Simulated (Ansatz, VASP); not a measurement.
# PbS: VASP beside Ansatz

Contents of POSCAR:

```
PbS
1.0
    0.0000000000      2.9705683269      2.9705683269
    2.9705683269      0.0000000000      2.9705683269
    2.9705683269      2.9705683269      0.0000000000
Pb S
1 1
Direct
    0.0000000000      0.0000000000      0.0000000000
    0.5000000000      0.5000000000      0.5000000000
```

File INCAR.step1:

```
SYSTEM = PbS
PREC = Accurate ; ENCUT = 520
EDIFF = 1E-5 ; ISMEAR = 0
SIGMA = 0.01 ; LREAL = .FALSE.
LASPH = .TRUE. ; NELM = 100
ALGO = Normal ; ISIF = 2
LWAVE = .TRUE. ; LCHARG = .FALSE.
GGA = PE ; NBANDS = 17
```

File INCAR.step2:

```
SYSTEM = PbS
PREC = Accurate ; ENCUT = 520
EDIFF = 1E-6 ; ISMEAR = 0
SIGMA = 0.01 ; LREAL = .FALSE.
LASPH = .TRUE. ; NELM = 100
ALGO = Normal ; ISIF = 2
LWAVE = .FALSE. ; LCHARG = .FALSE.
GGA = PE ; LHFCALC = .TRUE.
HFSCREEN = 0.2079 ; PRECFOCK = Normal
ISTART = 1 ; NBANDS = 17
```

The input KPOINTS:

```
Automatic mesh
0
G
  3 3 3
  0 0 0
```

Input for Ansatz:

```yaml
crystal:
  lattice:
    - [0.0, 2.9705683269, 2.9705683269]
    - [2.9705683269, 0.0, 2.9705683269]
    - [2.9705683269, 2.9705683269, 0.0]
  atoms:
    - { symbol: Pb, position: [0.0, 0.0, 0.0] }
    - { symbol: S, position: [0.5, 0.5, 0.5] }
kpoints:
  mp_grid: { grid: [3, 3, 3] }
hamiltonian:
  xc: hse06
scf:
  occupations: { method: fixed }
  n_extra_bands: 4
output:
  forces: true
  stress: true
  eigenvalues: true
```

Alike in both runs: task single point; functional HSE06; k mesh 3 × 3 × 3; no spin polarisation.

|  | VASP | Ansatz |
| --- | --- | --- |
| version | VASP 6.6.1 | Ansatz 0.2.0 |
| potentials or method | VASP PAW PBE potentials, release 64 (Pb_d, S) | plane waves |
| plane-wave cutoff (eV) | 520 | 420 |
| occupations | gaussian, width 0.01 eV | fixed |
| valence electrons in the cell | 20 | 20 |

|  | VASP | Ansatz | Ansatz less VASP |
| --- | --- | --- | --- |
| pressure (GPa) | -0.4 | -0.3 | +0.17 |

Ansatz's warnings: stress exchange threshold loose, stress scf threshold loose.

The k mesh is coarse, so the values compare programs but aren't converged. Spin-orbit coupling is off throughout.
